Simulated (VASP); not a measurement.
# Cs (Amm2) in VASP: single point with PBEsol

Aim: the single point of Cs with PBEsol.

Everything below comes from runs of VASP 6.6.1. Logs are shortened: lines on timing, memory, paths and dates and some standing lists are left out, and cuts for length are marked.

## (1) The cell of the first run

It takes space group Amm2 (No. 38, orthorhombic). Conventional cell: a = 18.769 Å, b = 5.443 Å, c = 10.177 Å, α = 90.00°, β = 90.00°, γ = 90.00°.

## (2) Single point, PBEsol (strained and its atoms moved)

INCAR

```
  PREC = Accurate
  ENCUT = 520
  EDIFF = 1E-6
  ISMEAR = 0
  SIGMA = 0.1
  LREAL = False
  LASPH = True
  NELM = 100
  ALGO = Normal
  ISIF = 2
  LWAVE = False
  LCHARG = True
  GGA = PS
  LELF = True
  LVHAR = True
  NBANDS = 26
```

KPOINTS

```
regular mesh
0
Gamma
  8 8 2
```

POSCAR

```
Cs
1.0
    5.4431246263      0.0000000000      0.0000000000
   -2.7215623132      5.0885115621      0.0000000000
    0.0000000000      0.0000000000     18.7693938458
Cs
4
Direct
    0.0013403975      0.0026807951     -0.0019407676
    0.3333609182      0.6667218463      0.2500000000
    0.0013403975      0.0026807951      0.5019407676
    0.6639582868      0.3279165635      0.7500000000
```

Potentials or basis: VASP PAW PBE potentials, release 64 (Cs_sv).

Launch:

```sh
$ cat potpaw_PBE.64/Cs_sv/POTCAR > POTCAR
$ mpirun -np 1 vasp_std > vasp.out
```

OUTCAR:

```text
PREC = Accurate
   ENCUT = 520
   EDIFF = 1E-6
   ISMEAR = 0
   LREAL = False
   LASPH = True
   NELM = 100
   ISIF = 2
   GGA = PS

 ion  position               nearest neighbor table
   1  0.001  0.003  0.998-
   2  0.333  0.667  0.250-
   3  0.001  0.003  0.502-
   4  0.664  0.328  0.750-

  LATTYP: Found a base centered orthorhombic cell.
 ALAT       =     5.4431246263
 B/A-ratio  =     1.8697023902
 C/A-ratio  =     3.4482756017

  Lattice vectors:

 A1 = (   2.7215623132,  -5.0885115621,   0.0000000000)
 A2 = (   2.7215623131,   5.0885115621,   0.0000000000)
 A3 = (   0.0000000000,   0.0000000000,  18.7693938458)

Analysis of symmetry for initial positions (statically):
=====================================================================
 Subroutine PRICEL returns:
 Original cell was already a primitive cell.

 Routine SETGRP: Setting up the symmetry group for a
 base centered orthorhombic supercell.

 Subroutine GETGRP returns: Found  4 space group operations
 (whereof  2 operations were pure point group operations)
 out of a pool of  8 trial point group operations.

The static configuration has the point symmetry C_1h.
 The point group associated with its full space group is C_2v.

Analysis of symmetry for dynamics (positions and initial velocities):
=====================================================================
 Subroutine PRICEL returns:
 Original cell was already a primitive cell.

 Routine SETGRP: Setting up the symmetry group for a
 base centered orthorhombic supercell.

 Subroutine GETGRP returns: Found  4 space group operations
 (whereof  2 operations were pure point group operations)
 out of a pool of  8 trial point group operations.

The dynamic configuration has the point symmetry C_1h.
 The point group associated with its full space group is C_2v.

 Subroutine INISYM returns: Found  4 space group operations
 (whereof  2 operations are pure point group operations),
 and found     1 'primitive' translations

----------------------------------------------------------------------------------------

                                     Primitive cell
[... 82 lines left out ...]
   ions per type =               4
   NGX,Y,Z   is equivalent  to a cutoff of  12.22, 13.83, 12.40 a.u.
   NGXF,Y,Z  is equivalent  to a cutoff of  24.43, 27.66, 24.80 a.u.
 SYSTEM =  unknown system
   PREC   = accura    normal or accurate (medium, high low for compatibility)
   ISTART =      0    job   : 0-new  1-cont  2-samecut
   ICHARG =      2    charge: 1-file 2-atom 10-const
   ISPIN  =      1    spin polarized calculation?
   LNONCOLLINEAR =      F non collinear calculations
   LSORBIT =      F    spin-orbit coupling
   LASPH  =      T    aspherical Exc in radial PAW
   ENCUT  =  520.0 eV  38.22 Ry    6.18 a.u.  10.12 10.73 34.90*2*pi/ulx,y,z
   NELM   =    100;   NELMIN=  2; NELMDL= -5     # of ELM steps
   EDIFF  = 0.1E-05   stopping-criterion for ELM
   LREAL  =      F    real-space projection
   EDIFFG = 0.1E-04   stopping-criterion for IOM
   NSW    =      0    number of steps for IOM
   IBRION =     -1    ionic relax: 0-MD 1-quasi-New 2-CG
   NFREE  =      0    steps in history (QN), initial steepest desc. (CG)
   ISIF   =      2    stress and relaxation
   ISYM   =      2    0-nonsym 1-usesym 2-fastsym
   POTIM  = 0.5000    time-step for ionic-motion
   TEBEG  =    0.0;   TEEND  =   0.0 temperature during run
   PSTRESS=    0.0 pullay stress
   NELECT =      36.0000    total number of electrons
   NUPDOWN=      -1.0000    fix difference up-down
   EMIN   =  10.00;   EMAX   =-10.00  energy-range for DOS
   EFERMI =   0.00;   METHOD = LEGACY
   ISMEAR =     0;   SIGMA  =   0.10  broadening in eV -4-tet -1-fermi 0-gaus
   EFERMI_NEDOS =   21; number of points for ismear=-14 and -15
   IALGO  =     38    algorithm
   IMIX   =      4    mixing-type and parameters
     AMIX     =   0.40;   BMIX     =  1.00
     AMIX_MAG =   1.60;   BMIX_MAG =  1.00
  volume/ion in A,a.u.               =     129.97       877.05
  Fermi-wavevector in a.u.,A,eV,Ry     =   0.672273  1.270412  6.149173  0.451951
  Thomas-Fermi vector in A             =   1.748344
   LORBIT       =      0    0 simple, 1 ext, 2 COOP (PROOUT), +10 PAW based schemes
   GGA     = PS    functional components
   LHFCALC =     F    Hartree Fock is set to
   AEXX    =    0.0000 exact exchange contribution
   IVDW    =     0    specifies the selected vdW correction
   LEPSILON=     F    determine dielectric tensor
   LRPA    =     F    only Hartree local field effects (RPA)
 non-spin polarized calculation
 Gauss-broadening in eV      SIGMA  =   0.10
  energy-cutoff  :      520.00
  volume of cell :      519.86
 maximum number of plane-waves:     14032
   NGX = 21   NGY = 21   NGZ = 69

 number of electron      36.0000001 magnetization

 Free energy of the ion-electron system (eV)
  ---------------------------------------------------
  ext. energy  EPLUGINS =         0.00000000
  ---------------------------------------------------
  free energy    TOTEN  =        -3.69456401 eV

  energy without entropy =       -3.66821323  energy(sigma->0) =       -3.68138862

 E-fermi :   0.0808     XC(G=0):  -5.1677

 val. band max:        0.0777170789   @ k =   0.3750   0.1250   0.5000
 cond. band min:       0.0876862731   @ k =   0.2500   0.0000   0.5000
 fundamental gap:      0.0099691941
 Fermi energy:         0.0808081433

 k-point     1 :       0.0000    0.0000    0.0000
  band No.  band energies     occupation
      1     -23.8346      2.00000
      2     -23.8269      2.00000
      3     -23.8268      2.00000
      4     -23.8195      2.00000
      5     -10.6493      2.00000
      6     -10.6081      2.00000
[... 685 lines left out ...]
     25       1.8987      0.00000
     26       1.9026      0.00000

 [... further k-points ...]
[... 5 lines left out ...]
  --------------------------------------------------------------------------------------
  -------------------------------------------------------------------------------------
  Total       -0.6449198     -0.9684358     -0.9647437      0.0000000      0.0000000      0.0000000
  in kB       -1.9875909     -2.9846412     -2.9732624      0.0000000      0.0000000      0.0000000
  external PRESSURE =      -2.6484982 kB  Pullay stress =       0.0000000 kB

 VOLUME and BASIS-vectors are now :
 -----------------------------------------------------------------------------
  energy-cutoff  :      520.00
  volume of cell :      519.86
      direct lattice vectors                 reciprocal lattice vectors
     5.443124626  0.000000000  0.000000000     0.183718005  0.098260561  0.000000000
    -2.721562313  5.088511562  0.000000000     0.000000000  0.196521122  0.000000000
     0.000000000  0.000000000 18.769393846     0.000000000  0.000000000  0.053278226

 POSITION                                       TOTAL-FORCE (eV/Angst)
 -----------------------------------------------------------------------------------
     -0.00000      0.01364     18.73297         0.000000     -0.001444      0.006160
     -0.00000      3.39262      4.69235         0.000000     -0.005936     -0.000000
     -0.00000      0.01364      9.42112         0.000000     -0.001444     -0.006160
      2.72156      1.66861     14.07705        -0.000000      0.008824     -0.000000
 -----------------------------------------------------------------------------------
    total drift:                               -0.000003     -0.000011     -0.000000

  FREE ENERGIE OF THE ION-ELECTRON SYSTEM (eV)
  ---------------------------------------------------
  free  energy   TOTEN  =        -3.6945640072 eV

  energy  without entropy=       -3.6682132330  energy(sigma->0) =       -3.68138862
```

OSZICAR:

```text
N       E                     dE             d eps       ncg     rms          rms(c)
DAV:   1     0.289084848574E+03    0.28908E+03   -0.11527E+04  2192   0.999E+02
DAV:   2     0.439723360575E+02   -0.24511E+03   -0.23935E+03  3160   0.176E+02
DAV:   3    -0.243220783797E+01   -0.46405E+02   -0.46205E+02  2770   0.787E+01
DAV:   4    -0.367822007400E+01   -0.12460E+01   -0.12454E+01  2768   0.160E+01
DAV:   5    -0.368844251259E+01   -0.10222E-01   -0.10221E-01  2866   0.149E+00    0.255E-01
DAV:   6    -0.369101183520E+01   -0.25693E-02   -0.77286E-03  2816   0.325E-01    0.186E-01
DAV:   7    -0.369333367592E+01   -0.23218E-02   -0.59189E-03  2716   0.265E-01    0.108E-01
DAV:   8    -0.369450787394E+01   -0.11742E-02   -0.44117E-03  2488   0.262E-01    0.356E-02
DAV:   9    -0.369455763772E+01   -0.49764E-04   -0.17709E-04  2764   0.591E-02    0.127E-02
DAV:  10    -0.369456331344E+01   -0.56757E-05   -0.20051E-05  2742   0.186E-02    0.501E-03
DAV:  11    -0.369456400725E+01   -0.69381E-06   -0.20840E-06  1942   0.619E-03
   1 F= -.36945640E+01 E0= -.36813886E+01  d E =-.263508E-01
```

Wall time 5.4 min (1 thread of Intel Xeon 6975P-C (Granite Rapids), shared host); peak memory 0.83 GiB.

What came out:

| Quantity | Value |
| --- | --- |
| Free energy | -3.6946 eV |
| Pressure | -0.3 GPa |
| Largest force | 0.009 eV/Å |
| Band gap on the k mesh | zero (band 18 reaches 0.64 eV, above the bottom of band 19 at -0.92 eV) |

Forces in eV/Å, atoms in the order of the input:
```
Cs   0.000 -0.001  0.006
Cs   0.000 -0.006  0.000
Cs   0.000 -0.001 -0.006
Cs   0.000  0.009  0.000
```

Stress tensor (GPa, compression positive):
```
-0.20  0.00  0.00
 0.00 -0.30  0.00
 0.00  0.00 -0.30
```

Caveat: the cell differs from its parent crystal (strained and its atoms moved); the PAW data sets were made with another functional, which shifts forces and pressure a little; spin-orbit coupling is left out, which moves the levels of the heavy elements.
